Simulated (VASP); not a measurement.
Set up this calculation in VASP 6.6.1, as the native input.

```
Task                   : single point
Functional             : PBEsol
Potentials or basis    : VASP PAW PBE potentials, release 64 (Ti_sv, O)
Cutoff                 : 520 eV
k mesh                 : 8 × 8 × 10
Occupations            : gaussian, width 0.05 eV
Spin                   : no spin polarisation
Dipole correction      : no
Further INCAR settings : ALGO = Normal; EDIFF = 1e-07; NBANDS = 33
```

The structure of TiO2 lies in POSCAR:

```
TiO2
1.0
    4.4476761216      0.0000000000      0.0000000000
    0.0000000000      4.4476761216      0.0000000000
    0.0000000000      0.0000000000      3.1317986010
Ti O
2 4
Direct
    0.0000000000      0.0000000000      0.0000000000
    0.5000000000      0.5000000000      0.5000000000
    0.3044387440      0.3044387440      0.0000000000
    0.1955612560      0.8044387440      0.5000000000
    0.6955612560      0.6955612560      0.0000000000
    0.8044387440      0.1955612560      0.5000000000
```

This cell differs from its parent crystal: ratio of the length along z to the lengths across it x 1.1, volume and fractional coordinates fixed.

One way to write it, as run:

INCAR

```
SYSTEM = TiO2
  PREC = Accurate
  ENCUT = 520
  EDIFF = 1E-7
  ISMEAR = 0
  SIGMA = 0.05
  LREAL = .FALSE.
  LASPH = .TRUE.
  NELM = 80
  ALGO = Normal
  ISIF = 2
  LWAVE = .FALSE.
  LCHARG = .TRUE.
  GGA = PS
  LELF = .TRUE.
  LVHAR = .TRUE.
  NBANDS = 33
```

KPOINTS

```
Automatic mesh
0
G
  8 8 10
  0 0 0
```

Potentials or basis: VASP PAW PBE potentials, release 64 (Ti_sv, O).

The run is started by

```bash
$ cat potpaw_PBE.64/Ti_sv/POTCAR potpaw_PBE.64/O/POTCAR > POTCAR
$ mpirun -np 1 vasp_std > vasp.out
```

It gave:

| Quantity | Value |
| --- | --- |
| Pressure | -2.1 GPa |
| Largest force | 0.075 eV/Å |
| Band gap on the k mesh | 1.80 eV, direct |

Caveat: the PAW data sets were made with another functional, which shifts forces and pressure a little.

It took 3.4 min on 1 thread of Intel Xeon 6975P-C, on a shared host, peak memory 0.27 GiB.
